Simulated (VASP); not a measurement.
# BRu4 (Im-3m) in VASP: further runs

Runs on BRu4. Level: PBE. Tasks: relaxation of cell and atoms.

All numbers are computed with VASP 6.6.1; they aren't measurements. Logs are shortened: lines on timing, memory, paths and dates and some standing lists are left out, and cuts for length are marked.

### 1 The cell of the first run

It takes space group Im-3m (No. 229, cubic). Conventional cell: a = 4.897 Å, b = 4.897 Å, c = 4.897 Å, α = 90.00°, β = 90.00°, γ = 90.00°. B (site symmetry m-3m) has 8 Ru at 2.12 Å within 2.8 Å. Ru (site symmetry -3m) has 2 B at 2.12 Å and 6 Ru at 2.45 Å within 2.8 Å.

The cell was built from a structure type or drawn by symmetry, and may not be a known phase.

### 2 Relaxation of cell and atoms, PBE

File INCAR:

```
SYSTEM = BRu4
PREC = Accurate
ENCUT = 600
EDIFF = 1E-6
ISMEAR = 0
SIGMA = 0.1
LREAL = .False.
LASPH = .True.
NELM = 100
ALGO = Normal
ISIF = 3
LWAVE = .False.
LCHARG = .False.
GGA = PE
IBRION = 2
NSW = 90
EDIFFG = -0.04
```

File KPOINTS:

```
regular mesh
0
Gamma
  6 6 6
  0 0 0
```

File POSCAR:

```
BRu4
1.0
   -2.4482817500      2.4482817500      2.4482817500
    2.4482817500     -2.4482817500      2.4482817500
    2.4482817500      2.4482817500     -2.4482817500
B Ru
1 4
Direct
    0.0000000000      0.0000000000      0.0000000000
    0.5000000000      0.5000000000      0.5000000000
    0.5000000000      0.0000000000      0.0000000000
    0.0000000000      0.0000000000      0.5000000000
    0.0000000000      0.5000000000      0.0000000000
```

Potentials or basis: VASP PAW PBE potentials, release 64 (B, Ru_pv).

The run is started by

```
$ cat potpaw_PBE.64/B/POTCAR potpaw_PBE.64/Ru_pv/POTCAR > POTCAR
$ mpirun -np 1 vasp_std > vasp.out
```

OUTCAR:

```text
SYSTEM = BRu4
   PREC = Accurate
   ENCUT = 600
   EDIFF = 1E-6
   ISMEAR = 0
   LREAL = .False.
   LASPH = .True.
   NELM = 100
   ISIF = 3
   GGA = PE
   IBRION = 2
   NSW = 90
   EDIFFG = -0.04

 ion  position               nearest neighbor table
   1  0.000  0.000  0.000-   2 2.12   3 2.12   4 2.12   5 2.12   4 2.12   5 2.12   3 2.12   2 2.12

   2  0.500  0.500  0.500-   1 2.12   1 2.12   4 2.45   5 2.45   3 2.45   5 2.45   4 2.45   3 2.45

   3  0.500  0.000  0.000-   1 2.12   1 2.12   4 2.45   5 2.45   2 2.45   2 2.45   4 2.45   5 2.45

   4  0.000  0.000  0.500-   1 2.12   1 2.12   3 2.45   5 2.45   2 2.45   5 2.45   3 2.45   2 2.45

   5  0.000  0.500  0.000-   1 2.12   1 2.12   3 2.45   4 2.45   2 2.45   4 2.45   2 2.45   3 2.45

  LATTYP: Found a body centered cubic cell.
 ALAT       =     4.8965635000

  Lattice vectors:

 A1 = (  -2.4482817500,   2.4482817500,   2.4482817500)
 A2 = (   2.4482817500,  -2.4482817500,   2.4482817500)
 A3 = (   2.4482817500,   2.4482817500,  -2.4482817500)

Analysis of symmetry for initial positions (statically):
=====================================================================
 Subroutine PRICEL returns:
 Original cell was already a primitive cell.

 Routine SETGRP: Setting up the symmetry group for a
 body centered cubic supercell.

 Subroutine GETGRP returns: Found 48 space group operations
 (whereof 48 operations were pure point group operations)
 out of a pool of 48 trial point group operations.

The static configuration has the point symmetry O_h .

Analysis of symmetry for dynamics (positions and initial velocities):
=====================================================================
 Subroutine PRICEL returns:
 Original cell was already a primitive cell.

 Routine SETGRP: Setting up the symmetry group for a
 body centered cubic supercell.

 Subroutine GETGRP returns: Found 48 space group operations
 (whereof 48 operations were pure point group operations)
 out of a pool of 48 trial point group operations.

The dynamic configuration has the point symmetry O_h .

 Subroutine INISYM returns: Found 48 space group operations
 (whereof 48 operations are pure point group operations),
 and found     1 'primitive' translations

----------------------------------------------------------------------------------------

                                     Primitive cell

  volume of cell :      58.7008

  direct lattice vectors                    reciprocal lattice vectors
    -2.448281750  2.448281750  2.448281750     0.000000000  0.204224861  0.204224861
     2.448281750 -2.448281750  2.448281750     0.204224861  0.000000000  0.204224861
     2.448281750  2.448281750 -2.448281750     0.204224861  0.204224861  0.000000000

  length of vectors
     4.240548382  4.240548382  4.240548382     0.288817568  0.288817568  0.288817568

  position of ions in fractional coordinates (direct lattice)
     0.000000000  0.000000000  0.000000000
     0.500000000  0.500000000  0.500000000
     0.500000000  0.000000000  0.000000000
     0.000000000  0.000000000  0.500000000
     0.000000000  0.500000000  0.000000000

  ion indices of the primitive-cell ions
   primitive index   ion index
                 1           1
                 2           2
                 3           3
                 4           4
                 5           5

----------------------------------------------------------------------------------------

 KPOINTS: regular mesh

Automatic generation of k-mesh.
 Grid dimensions read from file:
 generate k-points for:    6    6    6

 Generating k-lattice:

  Cartesian coordinates                     Fractional coordinates (reciprocal lattice)
     0.000000000  0.034037477  0.034037477     0.166666667  0.000000000  0.000000000
     0.034037477  0.000000000  0.034037477     0.000000000  0.166666667  0.000000000
     0.034037477  0.034037477  0.000000000     0.000000000  0.000000000  0.166666667

  Length of vectors
     0.048136261  0.048136261  0.048136261

  Shift w.r.t. Gamma in fractional coordinates (k-lattice)
     0.000000000  0.000000000  0.000000000

 Subroutine IBZKPT returns following result:
 ===========================================

 Found     16 irreducible k-points:

 Following reciprocal coordinates:
            Coordinates               Weight
  0.000000  0.000000  0.000000      1.000000
  0.166667  0.000000  0.000000     12.000000
  0.333333  0.000000  0.000000     12.000000
  0.500000  0.000000  0.000000      6.000000
  0.166667  0.166667  0.000000     24.000000
  0.333333  0.166667  0.000000     48.000000
[... 8 lines left out ...]
  0.500000  0.500000  0.333333     12.000000
  0.500000  0.500000  0.500000      1.000000
   k-points           NKPTS =     16   k-points in BZ     NKDIM =     16   number of bands    NBANDS=     35
   number of dos      NEDOS =    301   number of ions     NIONS =      5
   total plane-waves  NPLWV =  46656
   dimension x,y,z NGX =    36 NGY =   36 NGZ =   36
   dimension x,y,z NGXF=    72 NGYF=   72 NGZF=   72
   ions per type =               1   4
   NGX,Y,Z   is equivalent  to a cutoff of  14.11, 14.11, 14.11 a.u.
   NGXF,Y,Z  is equivalent  to a cutoff of  28.23, 28.23, 28.23 a.u.
 SYSTEM =  BRu4
   PREC   = accura    normal or accurate (medium, high low for compatibility)
   ISTART =      0    job   : 0-new  1-cont  2-samecut
   ICHARG =      2    charge: 1-file 2-atom 10-const
   ISPIN  =      1    spin polarized calculation?
   LNONCOLLINEAR =      F non collinear calculations
   LSORBIT =      F    spin-orbit coupling
   LASPH  =      T    aspherical Exc in radial PAW
   ENCUT  =  600.0 eV  44.10 Ry    6.64 a.u.   8.47  8.47  8.47*2*pi/ulx,y,z
   NELM   =    100;   NELMIN=  2; NELMDL= -5     # of ELM steps
   EDIFF  = 0.1E-05   stopping-criterion for ELM
   LREAL  =      F    real-space projection
   EDIFFG = -.4E-01   stopping-criterion for IOM
   NSW    =     90    number of steps for IOM
   IBRION =      2    ionic relax: 0-MD 1-quasi-New 2-CG
   NFREE  =      1    steps in history (QN), initial steepest desc. (CG)
   ISIF   =      3    stress and relaxation
   ISYM   =      2    0-nonsym 1-usesym 2-fastsym
   POTIM  = 0.5000    time-step for ionic-motion
   TEBEG  =    0.0;   TEEND  =   0.0 temperature during run
   PSTRESS=    0.0 pullay stress
   NELECT =      59.0000    total number of electrons
   NUPDOWN=      -1.0000    fix difference up-down
   EMIN   =  10.00;   EMAX   =-10.00  energy-range for DOS
   EFERMI =   0.00;   METHOD = LEGACY
   ISMEAR =     0;   SIGMA  =   0.10  broadening in eV -4-tet -1-fermi 0-gaus
   EFERMI_NEDOS =   21; number of points for ismear=-14 and -15
   IALGO  =     38    algorithm
   IMIX   =      4    mixing-type and parameters
     AMIX     =   0.40;   BMIX     =  1.00
     AMIX_MAG =   1.60;   BMIX_MAG =  1.00
  volume/ion in A,a.u.               =      11.74        79.23
  Fermi-wavevector in a.u.,A,eV,Ry     =   1.639875  3.098915 36.588657  2.689190
  Thomas-Fermi vector in A             =   2.730608
   LORBIT       =      0    0 simple, 1 ext, 2 COOP (PROOUT), +10 PAW based schemes
   GGA     = PE    functional components
   LHFCALC =     F    Hartree Fock is set to
   AEXX    =    0.0000 exact exchange contribution
   IVDW    =     0    specifies the selected vdW correction
   LEPSILON=     F    determine dielectric tensor
   LRPA    =     F    only Hartree local field effects (RPA)
 conjugate gradient relaxation of ions
 non-spin polarized calculation
 Gauss-broadening in eV      SIGMA  =   0.10
  energy-cutoff  :      600.00
  volume of cell :       58.70
 maximum number of plane-waves:      1974
 NGX is ok and might be reduce to    36
   NGX = 17   NGY = 17   NGZ = 17

--------------------------------------- Ionic step        1  -------------------------------------------

 number of electron      58.9999990 magnetization

 Free energy of the ion-electron system (eV)
  ---------------------------------------------------
  ext. energy  EPLUGINS =         0.00000000
  ---------------------------------------------------
  free energy    TOTEN  =       -38.18288549 eV

  energy without entropy =      -38.13519351  energy(sigma->0) =      -38.15903950

------------------------ aborting loop because EDIFF is reached ----------------------------------------

  FORCE on cell =-STRESS in cart. coord.  units (eV):
  Direction    XX          YY          ZZ          XY          YZ          ZX
  --------------------------------------------------------------------------------------
  -------------------------------------------------------------------------------------
  Total       21.5885010     21.5885010     21.5885010     -0.0000000      0.0000000     -0.0000000
  in kB      589.2354841    589.2354841    589.2354841     -0.0000000      0.0000000     -0.0000000
  external PRESSURE =     589.2354841 kB  Pullay stress =       0.0000000 kB

 VOLUME and BASIS-vectors are now :
 -----------------------------------------------------------------------------
  energy-cutoff  :      600.00
  volume of cell :       58.70
      direct lattice vectors                 reciprocal lattice vectors
    -2.448281750  2.448281750  2.448281750     0.000000000  0.204224861  0.204224861
     2.448281750 -2.448281750  2.448281750     0.204224861  0.000000000  0.204224861
     2.448281750  2.448281750 -2.448281750     0.204224861  0.204224861  0.000000000
[... 40 lines left out ...]
 POSITION                                       TOTAL-FORCE (eV/Angst)
 -----------------------------------------------------------------------------------
     -2.95825      2.95825      2.95825         0.000000      0.000000      0.000000
      1.47913      1.47913      1.47913         0.000000      0.000000      0.000000
      1.47913     -1.47913      4.43738        -0.000000     -0.000000      0.000000
      1.47913      1.47913      4.43738         0.000000     -0.000000     -0.000000
      4.43738      1.47913     -1.47913        -0.000000      0.000000     -0.000000
 -----------------------------------------------------------------------------------
    total drift:                                0.000000      0.000000     -0.000000

  FREE ENERGIE OF THE ION-ELECTRON SYSTEM (eV)
  ---------------------------------------------------
  free  energy   TOTEN  =       -34.2038378049 eV

  energy  without entropy=      -34.1097558870  energy(sigma->0) =      -34.15679685

--------------------------------------- Ionic step        3  -------------------------------------------

 number of electron      59.0000011 magnetization

 E-fermi :   9.7168     XC(G=0): -12.8368

 val. band max:        9.7158906867   @ k =  -0.3333   0.3333   0.1667
 cond. band min:       9.7211934325   @ k =   0.5000   0.5000   0.1667
 fundamental gap:      0.0053027458
 Fermi energy:         9.7167991604

 k-point     1 :       0.0000    0.0000    0.0000
  band No.  band energies     occupation
      1     -33.3784      2.00000
      2     -33.3784      2.00000
      3     -33.3784      2.00000
      4     -33.2689      2.00000
      5     -33.2689      2.00000
      6     -33.2689      2.00000
[... 658 lines left out ...]
 POSITION                                       TOTAL-FORCE (eV/Angst)
 -----------------------------------------------------------------------------------
      0.00000     -0.00000      0.00000        -0.000000      0.000000     -0.000000
      1.29766      1.29766      1.29766         0.000000      0.000000      0.000000
     -1.29766      1.29766      1.29766        -0.000000      0.000000     -0.000000
      1.29766      1.29766     -1.29766        -0.000000     -0.000000     -0.000000
      1.29766     -1.29766      1.29766         0.000000     -0.000000      0.000000
 -----------------------------------------------------------------------------------
    total drift:                                0.000000     -0.000000      0.000000

  FREE ENERGIE OF THE ION-ELECTRON SYSTEM (eV)
  ---------------------------------------------------
  free  energy   TOTEN  =       -39.8818688022 eV

  energy  without entropy=      -39.8190701689  energy(sigma->0) =      -39.85046949

--------------------------------------- Ionic step        5  -------------------------------------------

 number of electron      58.9999987 magnetization

 Free energy of the ion-electron system (eV)
  ---------------------------------------------------
  ext. energy  EPLUGINS =         0.00000000
  ---------------------------------------------------
  free energy    TOTEN  =       -39.88352883 eV

  energy without entropy =      -39.82124001  energy(sigma->0) =      -39.85238442

 E-fermi :  10.1042     XC(G=0): -12.9824

 val. band max:       10.1040847684   @ k =  -0.3333   0.3333   0.1667
 cond. band min:      10.1086245164   @ k =   0.5000   0.5000   0.1667
 fundamental gap:      0.0045397479
 Fermi energy:        10.1042236937

 k-point     1 :       0.0000    0.0000    0.0000
  band No.  band energies     occupation
      1     -33.0651      2.00000
      2     -33.0651      2.00000
      3     -33.0651      2.00000
      4     -32.9484      2.00000
      5     -32.9484      2.00000
      6     -32.9484      2.00000
[... 619 lines left out ...]
 POSITION                                       TOTAL-FORCE (eV/Angst)
 -----------------------------------------------------------------------------------
      0.00000     -0.00000      0.00000        -0.000000      0.000000      0.000000
      1.29518      1.29518      1.29518         0.000000     -0.000000      0.000000
     -1.29518      1.29518      1.29518        -0.000000     -0.000000     -0.000000
      1.29518      1.29518     -1.29518        -0.000000      0.000000     -0.000000
      1.29518     -1.29518      1.29518         0.000000      0.000000     -0.000000
 -----------------------------------------------------------------------------------
    total drift:                                0.000000     -0.000000      0.000000

  FREE ENERGIE OF THE ION-ELECTRON SYSTEM (eV)
  ---------------------------------------------------
  free  energy   TOTEN  =       -39.8835288297 eV

  energy  without entropy=      -39.8212400056  energy(sigma->0) =      -39.85238442

 reached required accuracy - stopping structural energy minimisation
```

It took 3.2 min on 1 thread of AMD EPYC 9R14 (Zen 4), shared host; peak memory 0.19 GiB.

What came out:

- Free energy: -39.8835 eV
- Relaxed volume: 13.90 Å³/atom
- Relaxed cell: a = 4.487 Å, b = 4.487 Å, c = 4.487 Å, α = 109.47°, β = 109.47°, γ = 109.47°
- Space group after relaxing (to 0.1 Å): Im-3m (No. 229)
- Pressure after relaxing: 0.0 GPa
- Band gap on the k mesh: zero (an odd number of electrons rules out a gap without spin polarisation)

Final structure:
```
CELL_PARAMETERS angstrom
-2.59035 2.59035 2.59035
2.59035 -2.59035 2.59035
2.59035 2.59035 -2.59035
ATOMIC_POSITIONS crystal
B 0.00000 0.00000 0.00000
Ru 0.50000 0.50000 0.50000
Ru 0.50000 0.00000 0.00000
Ru 0.00000 0.00000 0.50000
Ru 0.00000 0.50000 0.00000
```

Caveat: the volume moved by over 15 % at a fixed basis, so the end points are rough.

### 3 Relaxation of cell and atoms, PBE

This run uses another cell than the first one, of 13.90 Å³/atom.

File INCAR:

```
PREC     = Accurate       # precision mode
ENCUT    = 600            # plane-wave cutoff, eV
EDIFF    = 1E-6           # SCF threshold, eV
ISMEAR   = 0              # smearing method
SIGMA    = 0.1            # smearing width, eV
LREAL    = F              # projectors in reciprocal space
LASPH    = T              # aspherical terms in the spheres
NELM     = 60             # most SCF steps
ALGO     = Fast           # electronic algorithm
ISIF     = 3              # what is computed and relaxed
LWAVE    = F              # write WAVECAR
LCHARG   = F              # write CHGCAR
GGA      = PE             # functional
IBRION   = 2              # ionic algorithm
NSW      = 100            # ionic steps
EDIFFG   = -0.01          # ionic threshold
```

File KPOINTS:

```
regular mesh
0
Gamma
  10 10 10
```

POSCAR: that of step 2 with these lines changed.

```diff
@@ -2,5 +2,5 @@
 1.0
-   -2.4482817500      2.4482817500      2.4482817500
-    2.4482817500     -2.4482817500      2.4482817500
-    2.4482817500      2.4482817500     -2.4482817500
+   -2.5898957499      2.5898957499      2.5898957499
+    2.5898957499     -2.5898957499      2.5898957499
+    2.5898957499      2.5898957499     -2.5898957499
 B Ru
```

Potentials or basis: VASP PAW PBE potentials, release 64 (B, Ru_pv).

The run is started by

```
$ cat potpaw_PBE.64/B/POTCAR potpaw_PBE.64/Ru_pv/POTCAR > POTCAR
$ mpirun -np 1 vasp_std > vasp.out
```

It took 5.3 min on 1 thread of AMD EPYC 9R14 (Zen 4), shared host; peak memory 0.25 GiB.

It converged, with:

```
Free energy                           : -39.8916 eV
Relaxed volume                        : 13.92 Å³/atom
Relaxed cell                          : a = 4.488 Å, b = 4.488 Å, c = 4.488 Å, α = 109.47°, β = 109.47°, γ = 109.47°
Space group after relaxing (to 0.1 Å) : Im-3m (No. 229)
Energy gained by relaxing             : 0.0 meV/atom
Ionic steps                           : 3
Pressure after relaxing               : 0.0 GPa
Band gap on the k mesh                : zero (an odd number of electrons rules out a gap without spin polarisation)
```

Final structure:
```
B Ru
1.0
    -2.59107    2.59107    2.59107
     2.59107   -2.59107    2.59107
     2.59107    2.59107   -2.59107
B Ru
1 4
Direct
  0.00000 0.00000 0.00000
  0.50000 0.50000 0.50000
  0.50000 0.00000 0.00000
  0.00000 0.00000 0.50000
  0.00000 0.50000 0.00000
```

Levels at points of the mesh, in eV from the Fermi level:
```csv
k point,band 26,band 27,band 28,band 29,band 30,band 31,band 32,band 33
"(0.00, 0.00, 0.00)",-0.51,-0.51,-0.46,-0.46,-0.46,1.25,1.25,1.25
"(0.50, 0.00, 0.00)",-1.52,-1.23,-0.54,-0.42,-0.25,0.08,0.18,0.23
"(0.50, 0.50, 0.50)",-0.90,-0.90,-0.90,-0.22,-0.22,1.27,1.57,1.57
```
